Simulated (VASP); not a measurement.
# Sb in VASP: notebook

Sb is run at these levels: PBEsol; tasks: single point.

All numbers are computed with VASP 6.6.1; they aren't measurements. Logs are shortened: lines on timing, memory, paths and dates and some standing lists are left out, and cuts for length are marked.

## Step 1: The cell of the first run

The structure is tetragonal, space group P4/mmm (No. 123). Conventional cell: a = 3.318 Å, b = 3.318 Å, c = 3.239 Å, α = 90.00°, β = 90.00°, γ = 90.00°. Within 4.3 Å of Sb (site symmetry 4/mmm) lie 6 Sb at 3.24 to 3.32 Å.

## Step 2: Single point, PBEsol (strain +0.050 along x and y, +0.025 along z)

INCAR reads:

```
  ALGO = Normal
  EDIFF = 1E-7
  ENCUT = 520
  GGA = PS
  ISIF = 2
  ISMEAR = 0
  LASPH = T
  LCHARG = F
  LREAL = F
  LWAVE = F
  NBANDS = 8
  NELM = 60
  PREC = Accurate
  SIGMA = 0.15
```

KPOINTS reads:

```
k-points
0
Gamma
  16 16 16
```

POSCAR reads:

```
Sb
1.0
    3.3180000000      0.0000000000      0.0000000000
    0.0000000000      3.3180000000      0.0000000000
    0.0000000000      0.0000000000      3.2390000000
Sb
1
Direct
    0.0000000000      0.0000000000      0.0000000000
```

Potentials or basis: VASP PAW PBE potentials, release 64 (Sb).

On the command line:

```bash
cat potpaw_PBE.64/Sb/POTCAR > POTCAR
mpirun -np 1 vasp_std > vasp.out
```

OUTCAR:

```text
EDIFF = 1E-7
   ENCUT = 520
   GGA = PS
   ISIF = 2
   ISMEAR = 0
   LASPH = T
   LREAL = F
   NELM = 60
   PREC = Accurate

 ion  position               nearest neighbor table
   1  0.000  0.000  0.000-

  LATTYP: Found a simple tetragonal cell.
 ALAT       =     3.3180000000
 C/A-ratio  =     0.9761904762

  Lattice vectors:

 A1 = (   3.3180000000,   0.0000000000,   0.0000000000)
 A2 = (   0.0000000000,   3.3180000000,   0.0000000000)
 A3 = (   0.0000000000,   0.0000000000,   3.2390000000)

Analysis of symmetry for initial positions (statically):
=====================================================================
 Subroutine PRICEL returns:
 Original cell was already a primitive cell.

 Routine SETGRP: Setting up the symmetry group for a
 simple tetragonal supercell.

 Subroutine GETGRP returns: Found 16 space group operations
 (whereof 16 operations were pure point group operations)
 out of a pool of 16 trial point group operations.

The static configuration has the point symmetry D_4h.

Analysis of symmetry for dynamics (positions and initial velocities):
=====================================================================
 Subroutine PRICEL returns:
 Original cell was already a primitive cell.

 Routine SETGRP: Setting up the symmetry group for a
 simple tetragonal supercell.

 Subroutine GETGRP returns: Found 16 space group operations
 (whereof 16 operations were pure point group operations)
 out of a pool of 16 trial point group operations.

The dynamic configuration has the point symmetry D_4h.

 Subroutine INISYM returns: Found 16 space group operations
 (whereof 16 operations are pure point group operations),
 and found     1 'primitive' translations

----------------------------------------------------------------------------------------

                                     Primitive cell

  volume of cell :      35.6586

  direct lattice vectors                    reciprocal lattice vectors
     3.318000000  0.000000000  0.000000000     0.301386377  0.000000000  0.000000000
     0.000000000  3.318000000  0.000000000     0.000000000  0.301386377  0.000000000
     0.000000000  0.000000000  3.239000000     0.000000000  0.000000000  0.308737265

  length of vectors
     3.318000000  3.318000000  3.239000000     0.301386377  0.301386377  0.308737265

  position of ions in fractional coordinates (direct lattice)
     0.000000000  0.000000000  0.000000000
[... 72 lines left out ...]
   LSORBIT =      F    spin-orbit coupling
   LASPH  =      T    aspherical Exc in radial PAW
   ENCUT  =  520.0 eV  38.22 Ry    6.18 a.u.   6.17  6.17  6.02*2*pi/ulx,y,z
   NELM   =     60;   NELMIN=  2; NELMDL= -5     # of ELM steps
   EDIFF  = 0.1E-06   stopping-criterion for ELM
   LREAL  =      F    real-space projection
   EDIFFG = 0.1E-05   stopping-criterion for IOM
   NSW    =      0    number of steps for IOM
   IBRION =     -1    ionic relax: 0-MD 1-quasi-New 2-CG
   NFREE  =      0    steps in history (QN), initial steepest desc. (CG)
   ISIF   =      2    stress and relaxation
   ISYM   =      2    0-nonsym 1-usesym 2-fastsym
   POTIM  = 0.5000    time-step for ionic-motion
   TEBEG  =    0.0;   TEEND  =   0.0 temperature during run
   PSTRESS=    0.0 pullay stress
   NELECT =       5.0000    total number of electrons
   NUPDOWN=      -1.0000    fix difference up-down
   EMIN   =  10.00;   EMAX   =-10.00  energy-range for DOS
   EFERMI =   0.00;   METHOD = LEGACY
   ISMEAR =     0;   SIGMA  =   0.15  broadening in eV -4-tet -1-fermi 0-gaus
   EFERMI_NEDOS =   21; number of points for ismear=-14 and -15
   IALGO  =     38    algorithm
   IMIX   =      4    mixing-type and parameters
     AMIX     =   0.40;   BMIX     =  1.00
     AMIX_MAG =   1.60;   BMIX_MAG =  1.00
  volume/ion in A,a.u.               =      35.66       240.64
  Fermi-wavevector in a.u.,A,eV,Ry     =   0.850505  1.607222  9.841896  0.723359
  Thomas-Fermi vector in A             =   1.966493
   LORBIT       =      0    0 simple, 1 ext, 2 COOP (PROOUT), +10 PAW based schemes
   GGA     = PS    functional components
   LHFCALC =     F    Hartree Fock is set to
   AEXX    =    0.0000 exact exchange contribution
   IVDW    =     0    specifies the selected vdW correction
   LEPSILON=     F    determine dielectric tensor
   LRPA    =     F    only Hartree local field effects (RPA)
 non-spin polarized calculation
 Gauss-broadening in eV      SIGMA  =   0.15
  energy-cutoff  :      520.00
  volume of cell :       35.66
 maximum number of plane-waves:       984
 NGX is ok and might be reduce to    28
   NGX = 13   NGY = 13   NGZ = 13

 number of electron       5.0000000 magnetization

 Free energy of the ion-electron system (eV)
  ---------------------------------------------------
  ext. energy  EPLUGINS =         0.00000000
  ---------------------------------------------------
  free energy    TOTEN  =        -4.31212748 eV

  energy without entropy =       -4.30439302  energy(sigma->0) =       -4.30826025

 E-fermi :   4.9329     XC(G=0):  -9.0204

 val. band max:        4.9277697607   @ k =   0.3750   0.3125   0.3750
 cond. band min:       4.9337286459   @ k =   0.1875   0.1875   0.0000
 fundamental gap:      0.0059588852
 Fermi energy:         4.9328996456

 k-point     1 :       0.0000    0.0000    0.0000
  band No.  band energies     occupation
      1      -6.2477      2.00000
      2       7.5470      0.00000
      3       7.5470      0.00000
      4       8.1140      0.00000
      5      11.5835      0.00000
      6      11.6288      0.00000
      7      12.2460      0.00000
      8      21.3935      0.00000
[... 243 lines left out ...]
 k-point    24 :       0.5000    0.1250    0.0000
  band No.  band energies     occupation
      1      -4.3240      2.00000
      2       0.6600      2.00000
      3       7.3730      0.00000
      4       9.7009      0.00000
      5      12.5832      0.00000
      6      14.3500      0.00000
      7      16.1493      0.00000
      8      16.2209      0.00000

 [... further k-points ...]
[... 5 lines left out ...]
  --------------------------------------------------------------------------------------
  -------------------------------------------------------------------------------------
  Total       -1.9042770     -1.9042770     -1.7203188      0.0000000      0.0000000     -0.0000000
  in kB      -85.5612237    -85.5612237    -77.2957861      0.0000000      0.0000000     -0.0000000
  external PRESSURE =     -82.8060779 kB  Pullay stress =       0.0000000 kB

 VOLUME and BASIS-vectors are now :
 -----------------------------------------------------------------------------
  energy-cutoff  :      520.00
  volume of cell :       35.66
      direct lattice vectors                 reciprocal lattice vectors
     3.318000000  0.000000000  0.000000000     0.301386377  0.000000000  0.000000000
     0.000000000  3.318000000  0.000000000     0.000000000  0.301386377  0.000000000
     0.000000000  0.000000000  3.239000000     0.000000000  0.000000000  0.308737265

 POSITION                                       TOTAL-FORCE (eV/Angst)
 -----------------------------------------------------------------------------------
      0.00000      0.00000      0.00000         0.000000      0.000000      0.000000
 -----------------------------------------------------------------------------------
    total drift:                                0.000000      0.000000      0.000000

  FREE ENERGIE OF THE ION-ELECTRON SYSTEM (eV)
  ---------------------------------------------------
  free  energy   TOTEN  =        -4.3121274818 eV

  energy  without entropy=       -4.3043930223  energy(sigma->0) =       -4.30826025
```

It took 51 s on 1 thread of Intel Xeon Platinum 8259CL at 2.50GHz (Skylake/Cascade Lake), shared host; peak memory 0.23 GiB.

Results:

```yaml
Free_energy: -4.3121 eV
Pressure: -8.3 GPa
```

Levels at points of the mesh, in eV from the Fermi level:
```
           k point  band 1  band 2  band 3  band 4  band 5  band 6
(0.00, 0.00, 0.00)  -11.18    2.61    2.61    3.18    6.65    6.70
(0.50, 0.00, 0.00)   -9.44   -4.45    4.04    4.60    8.53   10.05
(0.50, 0.50, 0.00)   -7.65   -2.84   -2.84    2.69    5.98   11.64
(0.00, 0.00, 0.50)   -9.18   -4.52    4.24    4.24    8.60    9.80
(0.50, 0.00, 0.50)   -7.38   -2.95   -2.65    2.73    5.61   11.45
(0.50, 0.50, 0.50)   -5.47   -1.50   -1.18   -1.18    4.98    4.98
```

Caveat: the cell differs from its parent crystal (strain +0.050 along x and y, +0.025 along z); the PAW data sets were made with another functional, which shifts forces and pressure a little; spin-orbit coupling is left out, which moves the levels of the heavy elements.

## Step 3: Single point, PBEsol (strain -0.050 along x and y, -0.050 along z)

INCAR reads:

```
SYSTEM = Sb
ALGO = Normal
EDIFF = 1E-7
ENCUT = 520
GGA = PS
ISIF = 2
ISMEAR = 0
LASPH = .True.
LCHARG = .True.
LELF = .True.
LREAL = .False.
LVHAR = .True.
LWAVE = .False.
NBANDS = 8
NELM = 80
PREC = Accurate
SIGMA = 0.15
```

KPOINTS reads:

```
k-points
0
Gamma
  16 16 16
  0 0 0
```

POSCAR reads:

```
Sb
1.0
    3.0020000000      0.0000000000      0.0000000000
    0.0000000000      3.0020000000      0.0000000000
    0.0000000000      0.0000000000      3.0020000000
Sb
1
Direct
    0.0000000000      0.0000000000      0.0000000000
```

Potentials or basis: VASP PAW PBE potentials, release 64 (Sb).

On the command line:

```bash
cat potpaw_PBE.64/Sb/POTCAR > POTCAR
mpirun -np 1 vasp_std > vasp.out
```

Run time: 7.5 s. Hardware: 1 thread of Intel Xeon 6975P-C (Granite Rapids), shared host; peak memory 0.15 GiB.

The run converged. Its results:

```
Free energy : -4.5152 eV
Pressure    : 4.4 GPa
```

Levels at points of the mesh, in eV from the Fermi level:
```tsv
k point	band 1	band 2	band 3	band 4	band 5	band 6	band 7	band 8
(0.00, 0.00, 0.00)	-13.18	3.52	3.52	3.52	7.07	7.07	8.77	18.30
(0.50, 0.00, 0.00)	-10.38	-6.29	5.88	5.88	9.37	10.79	11.51	11.78
(0.50, 0.50, 0.00)	-7.36	-3.98	-3.98	1.76	8.34	13.54	13.54	13.73
(0.50, 0.50, 0.50)	-3.92	-1.79	-1.79	-1.79	4.69	4.69	4.69	6.58
```

Caveat: the cell differs from its parent crystal (strain -0.050 along x and y, -0.050 along z); the PAW data sets were made with another functional, which shifts forces and pressure a little; spin-orbit coupling is left out, which moves the levels of the heavy elements.

## Step 4: Single point, PBEsol (strain -0.025 along x and y, -0.025 along z)

INCAR reads:

```
SYSTEM = Sb
  ALGO = Normal
  EDIFF = 1E-6
  ENCUT = 520
  GGA = PS
  ISIF = 2
  ISMEAR = 0
  LASPH = .True.
  LCHARG = .False.
  LREAL = .False.
  LWAVE = .False.
  NBANDS = 8
  NELM = 60
  PREC = Accurate
  SIGMA = 0.15
```

KPOINTS is that of step 3.

POSCAR reads:

```
Sb
1.0
    3.0810000000      0.0000000000      0.0000000000
    0.0000000000      3.0810000000      0.0000000000
    0.0000000000      0.0000000000      3.0810000000
Sb
1
Direct
    0.0000000000      0.0000000000      0.0000000000
```

On the command line:

```bash
cat potpaw_PBE.64/Sb/POTCAR > POTCAR
mpirun -np 1 vasp_std > vasp.out
```

It took 6.3 s on 1 thread of Intel Xeon 6975P-C (Granite Rapids), shared host; peak memory 0.16 GiB.

Results (log left out):

- Free energy: -4.5344 eV
- Pressure: -1.2 GPa

Levels at points of the mesh, in eV from the Fermi level:
```csv
k point,band 1,band 2,band 3,band 4,band 5,band 6
"(0.00, 0.00, 0.00)",-12.54,3.33,3.33,3.33,6.99,6.99
"(0.50, 0.00, 0.00)",-10.04,-5.72,5.40,5.40,9.13,10.59
"(0.50, 0.50, 0.00)",-7.39,-3.61,-3.61,2.06,7.52,13.07
"(0.50, 0.50, 0.50)",-4.42,-1.63,-1.63,-1.63,4.80,4.80
```

Caveat: the cell differs from its parent crystal (strain -0.025 along x and y, -0.025 along z); the PAW data sets were made with another functional, which shifts forces and pressure a little; spin-orbit coupling is left out, which moves the levels of the heavy elements.

## Step 5: Single point, PBEsol (strain +0.025 along x and y, +0.025 along z)

INCAR reads:

```
ALGO = Normal
EDIFF = 1E-6
ENCUT = 520
GGA = PS
ISIF = 2
ISMEAR = 0
LASPH = T
LCHARG = F
LREAL = F
LWAVE = F
NBANDS = 8
NELM = 80
PREC = Accurate
SIGMA = 0.15
```

KPOINTS reads:

```
k-points
0
Gamma
  16 16 16
```

POSCAR reads:

```
Sb
1.0
    3.2390000000      0.0000000000      0.0000000000
    0.0000000000      3.2390000000      0.0000000000
    0.0000000000      0.0000000000      3.2390000000
Sb
1
Direct
    0.0000000000      0.0000000000      0.0000000000
```

On the command line:

```bash
cat potpaw_PBE.64/Sb/POTCAR > POTCAR
mpirun -np 1 vasp_std > vasp.out
```

It took 7.1 s on 1 thread of Intel Xeon 6975P-C (Granite Rapids), shared host; peak memory 0.16 GiB.

The run converged. Its results:

- Free energy: -4.3956 eV
- Pressure: -7.3 GPa

Levels at points of the mesh, in eV from the Fermi level:
| k point | band 1 | band 2 | band 3 | band 4 | band 5 | band 6 |
| --- | --- | --- | --- | --- | --- | --- |
| (0.00, 0.00, 0.00) | -11.48 | 2.93 | 2.93 | 2.93 | 6.83 | 6.83 |
| (0.50, 0.00, 0.00) | -9.50 | -4.75 | 4.54 | 4.54 | 8.71 | 10.14 |
| (0.50, 0.50, 0.00) | -7.45 | -2.99 | -2.99 | 2.57 | 6.13 | 11.87 |
| (0.50, 0.50, 0.50) | -5.24 | -1.37 | -1.37 | -1.37 | 4.98 | 4.98 |

Caveat: the cell differs from its parent crystal (strain +0.025 along x and y, +0.025 along z); the PAW data sets were made with another functional, which shifts forces and pressure a little; spin-orbit coupling is left out, which moves the levels of the heavy elements.

(Continued in part 2 of 2.)
